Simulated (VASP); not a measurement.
# Ge (Fd-3m) in VASP: notebook

Ge is run at these levels: r2SCAN; tasks: relaxation of cell and atoms.

All numbers are computed with VASP 6.6.1; they aren't measurements. Logs are shortened: lines on timing, memory, paths and dates and some standing lists are left out, and cuts for length are marked.

## Step 1: The cell of the first run

It takes space group Fd-3m (No. 227, cubic). The conventional cell has a = 5.676 Å, b = 5.676 Å, c = 5.676 Å, α = 90.00°, β = 90.00°, γ = 90.00°. Ge (site symmetry -43m) has 4 Ge at 2.46 Å within 3.2 Å.

## Step 2: Relaxation of cell and atoms, r2SCAN, target pressure 10 GPa, at which the enthalpy is minimised

Input file POSCAR:

```
Ge
1.0
    0.0000000000      2.8378310318      2.8378310318
    2.8378310318      0.0000000000      2.8378310318
    2.8378310318      2.8378310318      0.0000000000
Ge
2
Direct
    0.5000000000      0.5000000000      0.5000000000
    0.7500000000      0.7500000000      0.7500000000
```

Input file INCAR.step1:

```
SYSTEM = Ge
ALGO = Normal
EDIFF = 1E-5
EDIFFG = -0.005
ENCUT = 550
GGA = PE
GGA_COMPAT = .FALSE.
IBRION = 2
ISIF = 3
ISMEAR = 0
LASPH = .TRUE.
LCHARG = .FALSE.
LREAL = .FALSE.
LWAVE = .TRUE.
NELM = 120
NELMIN = 4
NSW = 100
PREC = Accurate
SIGMA = 0.01
```

Input file INCAR.step2:

```
SYSTEM = Ge
ALGO = Normal
EDIFF = 1E-7
EDIFFG = -0.002
ENCUT = 550
GGA_COMPAT = .FALSE.
IBRION = 2
ISIF = 3
ISMEAR = 0
ISTART = 1
LASPH = .TRUE.
LCHARG = .FALSE.
LMIXTAU = .TRUE.
LREAL = .FALSE.
LWAVE = .FALSE.
METAGGA = R2SCAN
NELM = 120
NELMIN = 4
NSW = 100
PREC = Accurate
PSTRESS = 100.0
SIGMA = 0.01
```

Input file KPOINTS:

```
k-points
0
G
  14 14 14
  0 0 0
```

Potentials or basis: VASP PAW PBE potentials, release 64 (Ge_d).

On the command line:

```bash
> cat potpaw_PBE.64/Ge_d/POTCAR > POTCAR
> cp INCAR.step1 INCAR
> mpirun -np 1 vasp_std > vasp.out
> cp INCAR.step2 INCAR
> mpirun -np 1 vasp_std > vasp.out
```

OUTCAR:

```text
SYSTEM = Ge
   EDIFF = 1E-7
   EDIFFG = -0.002
   ENCUT = 550
   IBRION = 2
   ISIF = 3
   ISMEAR = 0
   ISTART = 1
   LASPH = .TRUE.
   LREAL = .FALSE.
   METAGGA = R2SCAN
   NELM = 120
   NELMIN = 4
   NSW = 100
   PREC = Accurate
   PSTRESS = 100.0

 ion  position               nearest neighbor table
   1  0.500  0.500  0.500-   2 2.46   2 2.46   2 2.46   2 2.46
   2  0.750  0.750  0.750-   1 2.46   1 2.46   1 2.46   1 2.46

  LATTYP: Found a face centered cubic cell.
 ALAT       =     5.6756620636

  Lattice vectors:

 A1 = (   0.0000000000,   2.8378310318,   2.8378310318)
 A2 = (   2.8378310318,   0.0000000000,   2.8378310318)
 A3 = (   2.8378310318,   2.8378310318,   0.0000000000)

Analysis of symmetry for initial positions (statically):
=====================================================================
 Subroutine PRICEL returns:
 Original cell was already a primitive cell.

 Routine SETGRP: Setting up the symmetry group for a
 face centered cubic supercell.

 Subroutine GETGRP returns: Found 48 space group operations
 (whereof 24 operations were pure point group operations)
 out of a pool of 48 trial point group operations.

The static configuration has the point symmetry T_d .
 The point group associated with its full space group is O_h .

Analysis of symmetry for dynamics (positions and initial velocities):
=====================================================================
 Subroutine PRICEL returns:
 Original cell was already a primitive cell.

 Routine SETGRP: Setting up the symmetry group for a
 face centered cubic supercell.

 Subroutine GETGRP returns: Found 48 space group operations
 (whereof 24 operations were pure point group operations)
 out of a pool of 48 trial point group operations.

The dynamic configuration has the point symmetry T_d .
 The point group associated with its full space group is O_h .

 Subroutine INISYM returns: Found 48 space group operations
 (whereof 24 operations are pure point group operations),
 and found     1 'primitive' translations

----------------------------------------------------------------------------------------

                                     Primitive cell

  volume of cell :      45.7077

  direct lattice vectors                    reciprocal lattice vectors
     0.000000000  2.837831032  2.837831032    -0.176190899  0.176190899  0.176190899
     2.837831032  0.000000000  2.837831032     0.176190899 -0.176190899  0.176190899
     2.837831032  2.837831032  0.000000000     0.176190899  0.176190899 -0.176190899

  length of vectors
     4.013299133  4.013299133  4.013299133     0.305171588  0.305171588  0.305171588

  position of ions in fractional coordinates (direct lattice)
     0.500000000  0.500000000  0.500000000
     0.750000000  0.750000000  0.750000000

  ion indices of the primitive-cell ions
   primitive index   ion index
                 1           1
                 2           2

----------------------------------------------------------------------------------------

 KPOINTS: k-points

Automatic generation of k-mesh.
 Grid dimensions read from file:
 generate k-points for:   14   14   14

 Generating k-lattice:

  Cartesian coordinates                     Fractional coordinates (reciprocal lattice)
    -0.012585064  0.012585064  0.012585064     0.071428571  0.000000000  0.000000000
     0.012585064 -0.012585064  0.012585064     0.000000000  0.071428571  0.000000000
     0.012585064  0.012585064 -0.012585064     0.000000000  0.000000000  0.071428571

  Length of vectors
     0.021797971  0.021797971  0.021797971

  Shift w.r.t. Gamma in fractional coordinates (k-lattice)
     0.000000000  0.000000000  0.000000000

 Subroutine IBZKPT returns following result:
 ===========================================

 Found    104 irreducible k-points:

 Following reciprocal coordinates:
            Coordinates               Weight
  0.000000  0.000000  0.000000      1.000000
  0.071429  0.000000  0.000000      8.000000
  0.142857  0.000000  0.000000      8.000000
  0.214286  0.000000  0.000000      8.000000
  0.285714  0.000000  0.000000      8.000000
  0.357143  0.000000  0.000000      8.000000
[... 16 lines left out ...]
  0.214286  0.142857  0.000000     24.000000
  0.285714  0.142857  0.000000     24.000000
 [... further k-points ...]
   k-points           NKPTS =    104   k-points in BZ     NKDIM =    104   number of bands    NBANDS=     18
   number of dos      NEDOS =    301   number of ions     NIONS =      2
   total plane-waves  NPLWV =  32768
   dimension x,y,z NGX =    32 NGY =   32 NGZ =   32
   dimension x,y,z NGXF=    64 NGYF=   64 NGZF=   64
   ions per type =               2
   NGX,Y,Z   is equivalent  to a cutoff of  13.26, 13.26, 13.26 a.u.
   NGXF,Y,Z  is equivalent  to a cutoff of  26.51, 26.51, 26.51 a.u.
 SYSTEM =  Ge
   PREC   = accura    normal or accurate (medium, high low for compatibility)
   ISTART =      1    job   : 0-new  1-cont  2-samecut
   ICHARG =      0    charge: 1-file 2-atom 10-const
   ISPIN  =      1    spin polarized calculation?
   LNONCOLLINEAR =      F non collinear calculations
   LSORBIT =      F    spin-orbit coupling
   LASPH  =      T    aspherical Exc in radial PAW
   ENCUT  =  550.0 eV  40.42 Ry    6.36 a.u.   7.67  7.67  7.67*2*pi/ulx,y,z
   NELM   =    120;   NELMIN=  4; NELMDL=  0     # of ELM steps
   EDIFF  = 0.1E-06   stopping-criterion for ELM
   LREAL  =      F    real-space projection
   EDIFFG = -.2E-02   stopping-criterion for IOM
   NSW    =    100    number of steps for IOM
   IBRION =      2    ionic relax: 0-MD 1-quasi-New 2-CG
   NFREE  =      1    steps in history (QN), initial steepest desc. (CG)
   ISIF   =      3    stress and relaxation
   ISYM   =      2    0-nonsym 1-usesym 2-fastsym
   POTIM  = 0.5000    time-step for ionic-motion
   TEBEG  =    0.0;   TEEND  =   0.0 temperature during run
   PSTRESS=  100.0 pullay stress
   NELECT =      28.0000    total number of electrons
   NUPDOWN=      -1.0000    fix difference up-down
   EMIN   =  10.00;   EMAX   =-10.00  energy-range for DOS
   EFERMI =   0.00;   METHOD = LEGACY
   ISMEAR =     0;   SIGMA  =   0.01  broadening in eV -4-tet -1-fermi 0-gaus
   EFERMI_NEDOS =   21; number of points for ismear=-14 and -15
   IALGO  =     38    algorithm
   IMIX   =      4    mixing-type and parameters
     AMIX     =   0.40;   BMIX     =  1.00
     AMIX_MAG =   1.60;   BMIX_MAG =  1.00
  volume/ion in A,a.u.               =      22.85       154.23
  Fermi-wavevector in a.u.,A,eV,Ry     =   1.390372  2.627422 26.301884  1.933134
  Thomas-Fermi vector in A             =   2.514313
   LORBIT       =      0    0 simple, 1 ext, 2 COOP (PROOUT), +10 PAW based schemes
   METAGGA = R2SCAN    functional components
   LHFCALC =     F    Hartree Fock is set to
   AEXX    =    0.0000 exact exchange contribution
   IVDW    =     0    specifies the selected vdW correction
   LEPSILON=     F    determine dielectric tensor
   LRPA    =     F    only Hartree local field effects (RPA)
 conjugate gradient relaxation of ions
 non-spin polarized calculation
 Gauss-broadening in eV      SIGMA  =   0.01
  energy-cutoff  :      550.00
  volume of cell :       45.71
 maximum number of plane-waves:      1363
   NGX = 15   NGY = 15   NGZ = 15

--------------------------------------- Ionic step        1  -------------------------------------------

 number of electron      28.0000020 magnetization

 Free energy of the ion-electron system (eV)
  ---------------------------------------------------
  ext. energy  EPLUGINS =         0.00000000
  ---------------------------------------------------
  free energy    TOTEN  =       -27.74566970 eV

  energy without entropy =      -27.74566970  energy(sigma->0) =      -27.74566970

------------------------ aborting loop because EDIFF is reached ----------------------------------------

  FORCE on cell =-STRESS in cart. coord.  units (eV):
  Direction    XX          YY          ZZ          XY          YZ          ZX
  --------------------------------------------------------------------------------------
  -------------------------------------------------------------------------------------
  Total        0.0271333      0.0271333      0.0271333     -0.0000000      0.0000000      0.0000000
  in kB        0.9510931      0.9510931      0.9510931     -0.0000000      0.0000000      0.0000000
  external PRESSURE =     -99.0489069 kB  Pullay stress =     100.0000000 kB

 VOLUME and BASIS-vectors are now :
 -----------------------------------------------------------------------------
  energy-cutoff  :      550.00
  volume of cell :       45.71
      direct lattice vectors                 reciprocal lattice vectors
     0.000000000  2.837831032  2.837831032    -0.176190899  0.176190899  0.176190899
     2.837831032  0.000000000  2.837831032     0.176190899 -0.176190899  0.176190899
     2.837831032  2.837831032  0.000000000     0.176190899  0.176190899 -0.176190899
[... 198 lines left out ...]
  FREE ENERGIE OF THE ION-ELECTRON SYSTEM (eV)
  ---------------------------------------------------
  free  energy   TOTEN  =       -27.6127555940 eV

  energy  without entropy=      -27.6127555940  energy(sigma->0) =      -27.61275559

  enthalpy is  TOTEN    =       -25.0509410922 eV   P V=        2.5618145018

--------------------------------------- Ionic step        7  -------------------------------------------

 number of electron      28.0000011 magnetization

 Free energy of the ion-electron system (eV)
  ---------------------------------------------------
  ext. energy  EPLUGINS =         0.00000000
  ---------------------------------------------------
  free energy    TOTEN  =       -27.61334042 eV

  energy without entropy =      -27.61334042  energy(sigma->0) =      -27.61334042

 E-fermi :   5.8589     XC(G=0): -11.3416

 val. band max:        5.8187979266   @ k =   0.0000   0.0000   0.0000
 cond. band min:       6.4579089352   @ k =   0.4286   0.4286   0.0000
 fundamental gap:      0.6391110086
 Fermi energy:         5.8588934977

 k-point     1 :       0.0000    0.0000    0.0000
  band No.  band energies     occupation
      1     -19.8474      2.00000
      2     -19.8474      2.00000
      3     -19.8474      2.00000
      4     -19.7998      2.00000
      5     -19.7998      2.00000
      6     -19.5213      2.00000
[... 10 lines left out ...]
     17       8.5581      0.00000
     18       8.5581      0.00000
[... 463 lines left out ...]
 k-point    24 :       0.2857    0.1429    0.0000
  band No.  band energies     occupation
      1     -19.8811      2.00000
      2     -19.8686      2.00000
      3     -19.8412      2.00000
      4     -19.7605      2.00000
      5     -19.7282      2.00000
      6     -19.6046      2.00000
[... 10 lines left out ...]
     17      11.2420      0.00000
     18      11.2933      0.00000

 [... further k-points ...]

------------------------ aborting loop because EDIFF is reached ----------------------------------------

  FORCE on cell =-STRESS in cart. coord.  units (eV):
  Direction    XX          YY          ZZ          XY          YZ          ZX
  --------------------------------------------------------------------------------------
  -------------------------------------------------------------------------------------
  Total        2.5621718      2.5621718      2.5621718     -0.0000000      0.0000000     -0.0000000
  in kB       99.9911090     99.9911090     99.9911090     -0.0000000      0.0000000     -0.0000000
  external PRESSURE =      -0.0088910 kB  Pullay stress =     100.0000000 kB

 VOLUME and BASIS-vectors are now :
 -----------------------------------------------------------------------------
  energy-cutoff  :      550.00
  volume of cell :       41.05
      direct lattice vectors                 reciprocal lattice vectors
     0.000000000  2.738056983  2.738056983    -0.182611247  0.182611247  0.182611247
     2.738056983  0.000000000  2.738056983     0.182611247 -0.182611247  0.182611247
     2.738056983  2.738056983  0.000000000     0.182611247  0.182611247 -0.182611247

 POSITION                                       TOTAL-FORCE (eV/Angst)
 -----------------------------------------------------------------------------------
      2.73806      2.73806      2.73806        -0.000000     -0.000000     -0.000000
      4.10709      4.10709      4.10709         0.000000      0.000000      0.000000
 -----------------------------------------------------------------------------------
    total drift:                               -0.000000     -0.000000      0.000000

  FREE ENERGIE OF THE ION-ELECTRON SYSTEM (eV)
  ---------------------------------------------------
  free  energy   TOTEN  =       -27.6133404154 eV

  energy  without entropy=      -27.6133404154  energy(sigma->0) =      -27.61334042

  enthalpy is  TOTEN    =       -25.0509408044 eV   P V=        2.5623996110

 reached required accuracy - stopping structural energy minimisation
```

Wall time 10 min (1 thread of Intel Xeon 6975P-C (Granite Rapids), shared host); peak memory 0.24 GiB.

Results:

- Free energy: -27.6133 eV
- Relaxed volume: 20.53 Å³/atom
- Relaxed cell: a = 3.872 Å, b = 3.872 Å, c = 3.872 Å, α = 60.00°, β = 60.00°, γ = 60.00°
- Space group after relaxing (to 0.1 Å): Fd-3m (No. 227)
- Energy change on relaxing (the run minimises the enthalpy): +66.2 meV/atom
- Ionic steps: 7
- Pressure after relaxing: 10.0 GPa
- Band gap on the k mesh: 0.64 eV (least direct gap 1.38 eV)

Step by step:
```
step  energy change (eV)  largest force (eV/Å)  pressure (GPa)  volume (Å³)
   1              0.0000                0.0000            0.10        45.71
   2              0.5586                0.0000           24.88        36.98
   3              0.1280                0.0000            9.80        41.12
   4              0.1335                0.0000           10.04        41.04
   5              0.1318                0.0000            9.98        41.06
   6              0.1329                0.0000           10.02        41.04
   7              0.1323                0.0000           10.00        41.05
```

Final structure:
```
Ge
1.0
     0.00000    2.73806    2.73806
     2.73806    0.00000    2.73806
     2.73806    2.73806    0.00000
Ge
2
Direct
  0.50000 0.50000 0.50000
  0.75000 0.75000 0.75000
```

Levels at points of the mesh, in eV from the valence-band top:
| k point | band 11 | band 12 | band 13 | band 14 | band 15 | band 16 | band 17 | band 18 |
| --- | --- | --- | --- | --- | --- | --- | --- | --- |
| (0.00, 0.00, 0.00) | -14.12 | 0.00 | 0.00 | 0.00 | 1.38 | 2.74 | 2.74 | 2.74 |
| (0.50, 0.00, 0.00) | -11.67 | -8.39 | -1.65 | -1.65 | 0.79 | 4.03 | 4.03 | 7.71 |
| (0.50, 0.50, 0.00) | -9.64 | -9.64 | -3.61 | -3.61 | 0.83 | 0.83 | 10.98 | 10.98 |

Caveat: the cell is relaxed towards a set pressure, so the run minimises the enthalpy, not the energy; the PAW data sets were made with another functional, which shifts forces and pressure a little. A k mesh can miss the band edges.

## Step 3: Relaxation of cell and atoms, r2SCAN, target pressure 4 GPa, at which the enthalpy is minimised

POSCAR is that of step 2.

Input file INCAR.step1:

```
SYSTEM = Ge
ALGO     = Normal         ! electronic algorithm
EDIFF    = 1E-5           ! SCF threshold, eV
EDIFFG   = -0.005         ! ionic threshold
ENCUT    = 550            ! plane-wave cutoff, eV
GGA      = PE             ! functional
GGA_COMPAT= .FALSE.      
IBRION   = 2              ! ionic algorithm
ISIF     = 3              ! what is computed and relaxed
ISMEAR   = 0              ! smearing method
LASPH    = .TRUE.         ! aspherical terms in the spheres
LCHARG   = .FALSE.        ! write CHGCAR
LREAL    = .FALSE.        ! projectors in reciprocal space
LWAVE    = .TRUE.         ! write WAVECAR
NELM     = 120            ! most SCF steps
NELMIN   = 4            
NSW      = 100            ! ionic steps
PREC     = Accurate       ! precision mode
SIGMA    = 0.01           ! smearing width, eV
```

Input file INCAR.step2:

```
SYSTEM = Ge
ALGO     = Normal         ! electronic algorithm
EDIFF    = 1E-7           ! SCF threshold, eV
EDIFFG   = -0.002         ! ionic threshold
ENCUT    = 550            ! plane-wave cutoff, eV
GGA_COMPAT= .FALSE.      
IBRION   = 2              ! ionic algorithm
ISIF     = 3              ! what is computed and relaxed
ISMEAR   = 0              ! smearing method
ISTART   = 1            
LASPH    = .TRUE.         ! aspherical terms in the spheres
LCHARG   = .FALSE.        ! write CHGCAR
LMIXTAU  = .TRUE.       
LREAL    = .FALSE.        ! projectors in reciprocal space
LWAVE    = .FALSE.        ! write WAVECAR
METAGGA  = R2SCAN         ! meta-GGA
NELM     = 120            ! most SCF steps
NELMIN   = 4            
NSW      = 100            ! ionic steps
PREC     = Accurate       ! precision mode
PSTRESS  = 40.0         
SIGMA    = 0.01           ! smearing width, eV
```

KPOINTS is that of step 2.

Potentials or basis: VASP PAW PBE potentials, release 64 (Ge_d).

On the command line:

```bash
> cat potpaw_PBE.64/Ge_d/POTCAR > POTCAR
> cp INCAR.step1 INCAR
> mpirun -np 1 vasp_std > vasp.out
> cp INCAR.step2 INCAR
> mpirun -np 1 vasp_std > vasp.out
```

Wall time 5.2 min (1 thread of Intel Xeon 6975P-C (Granite Rapids), shared host); peak memory 0.25 GiB.

It converged, with:

```
Free energy                                                : -27.7193 eV
Relaxed volume                                             : 21.77 Å³/atom
Relaxed cell                                               : a = 3.949 Å, b = 3.949 Å, c = 3.949 Å, α = 60.00°, β = 60.00°, γ = 60.00°
Space group after relaxing (to 0.1 Å)                      : Fd-3m (No. 227)
Energy change on relaxing (the run minimises the enthalpy) : +13.2 meV/atom
Ionic steps                                                : 3
Pressure after relaxing                                    : 4.0 GPa
Band gap on the k mesh                                     : 0.58 eV (least direct gap 0.79 eV)
```

Step by step:
| step | energy change (eV) | largest force (eV/Å) | pressure (GPa) | volume (Å³) |
| --- | --- | --- | --- | --- |
| 1 | 0.0000 | 0.0000 | 0.10 | 45.71 |
| 2 | 0.0754 | 0.0000 | 7.17 | 42.12 |
| 3 | 0.0264 | 0.0000 | 4.01 | 43.54 |

Final structure:
```
CELL_PARAMETERS angstrom
0.00000 2.79223 2.79223
2.79223 0.00000 2.79223
2.79223 2.79223 0.00000
ATOMIC_POSITIONS crystal
Ge 0.50000 0.50000 0.50000
Ge 0.75000 0.75000 0.75000
```

Levels at points of the mesh, in eV from the valence-band top:
| k point | band 10 | band 11 | band 12 | band 13 | band 14 | band 15 | band 16 | band 17 | band 18 |
| --- | --- | --- | --- | --- | --- | --- | --- | --- | --- |
| (0.00, 0.00, 0.00) | -25.25 | -13.62 | 0.00 | 0.00 | 0.00 | 0.79 | 2.73 | 2.73 | 2.73 |
| (0.50, 0.00, 0.00) | -25.22 | -11.33 | -8.07 | -1.55 | -1.55 | 0.58 | 4.02 | 4.02 | 7.69 |
| (0.50, 0.50, 0.00) | -25.21 | -9.38 | -9.38 | -3.37 | -3.37 | 0.92 | 0.92 | 10.45 | 10.45 |

Caveat: the cell is relaxed towards a set pressure, so the run minimises the enthalpy, not the energy; the PAW data sets were made with another functional, which shifts forces and pressure a little. A k mesh can miss the band edges.
